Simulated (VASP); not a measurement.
Here is a VASP 6.6.1 calculation.

File INCAR:

```
SYSTEM = InSe
ALGO = Normal
EDIFF = 1E-6
ENCUT = 400
GGA = PE
GGA_COMPAT = .FALSE.
ISIF = 2
ISMEAR = 0
KPAR = 4
LASPH = .TRUE.
LCHARG = .FALSE.
LORBIT = 11
LORBMOM = .TRUE.
LREAL = .FALSE.
LSORBIT = .TRUE.
LWAVE = .FALSE.
MAGMOM = 0 0 0 0 0 0 0 0 0 0 0 0
NBANDS = 52
NELM = 200
NELMDL = -8
PREC = Accurate
SIGMA = 0.05
```

KPOINTS

```
k-points
0
G
  24 24 1
  0 0 0
```

Contents of POSCAR:

```
InSe
1.0
    3.9999993000      0.0000000000      0.0000000000
   -1.9999996500      3.4641010100      0.0000000000
    0.0000000000      0.0000000000     18.3517771400
In Se
2 2
Direct
    0.6666666700      0.3333333300      0.5762703000
    0.6666666700      0.3333333300      0.4237297000
    0.0000000000      0.0000000000      0.6458335300
    0.0000000000      0.0000000000      0.3541664700
```

Potentials or basis: VASP PAW PBE potentials, release 64 (In_d, Se).

The run is started by

```bash
$ cat potpaw_PBE.64/In_d/POTCAR potpaw_PBE.64/Se/POTCAR > POTCAR
$ mpirun -np 4 vasp_ncl > vasp.out
```

(1) What does it give for the net moment?

(2) Predict the largest force.

Results:

(1) 0.00 μB per cell.

(2) 0.316 eV/Å.

Caveat: there is no dipole correction, which matters where the two faces differ.
